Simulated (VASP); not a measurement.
A run of VASP 6.6.1:

The input INCAR:

```
SYSTEM = Al3Ga5O12
PREC = Accurate
ENCUT = 700
EDIFF = 1E-6
ISMEAR = -1
SIGMA = 0.05
LREAL = Auto
LASPH = .TRUE.
NELM = 120
ALGO = Normal
ISIF = 2
LWAVE = .FALSE.
LCHARG = .FALSE.
GGA = PS
ISYM = -1
NBANDS = 504
GGA_COMPAT = .FALSE.
KPAR = 1
```

The input KPOINTS:

```
explicit points
1
Reciprocal
  0.25000000   0.25000000   0.25000000 1
```

POSCAR

```
Al3Ga5O12
1.0
   12.1007910000      0.0000000000     -0.0108180000
    0.0000000000      8.9957320000      0.0000000000
   -2.7398660000      0.0000000000     11.1561120000
Al Ga O
18 30 72
Direct
    0.4092530000      0.1668330000      0.1012950000
    0.4100880000      0.8326170000      0.6048410000
    0.1572500000      0.5012180000      0.1578640000
    0.1590650000      0.8342960000      0.1587700000
    0.0900710000      0.9990140000      0.8983980000
    0.0879950000      0.3349400000      0.8998760000
[... 112 lines left out ...]
    0.9971450000      0.8369040000      0.1328150000
    0.9951150000      0.8330350000      0.6297690000
```

Potentials or basis: VASP PAW PBE potentials, release 64 (Al, Ga_d, O).

Command:

```bash
$ cat potpaw_PBE.64/Al/POTCAR potpaw_PBE.64/Ga_d/POTCAR potpaw_PBE.64/O/POTCAR > POTCAR
$ mpirun -np 4 vasp_std > vasp.out
```

Hardware: 4 MPI ranks on Intel(R) Xeon(R) Platinum 8488C (Sapphire Rapids), on a shared host.

**Question.** How long does it take, and how much memory?

**Answer.** Wall time 13 min on 4 MPI ranks on Intel(R) Xeon(R) Platinum 8488C (Sapphire Rapids), with other jobs on the host, peak memory 0.73 GiB a rank. Counts: scf iterations 21, k points 1.
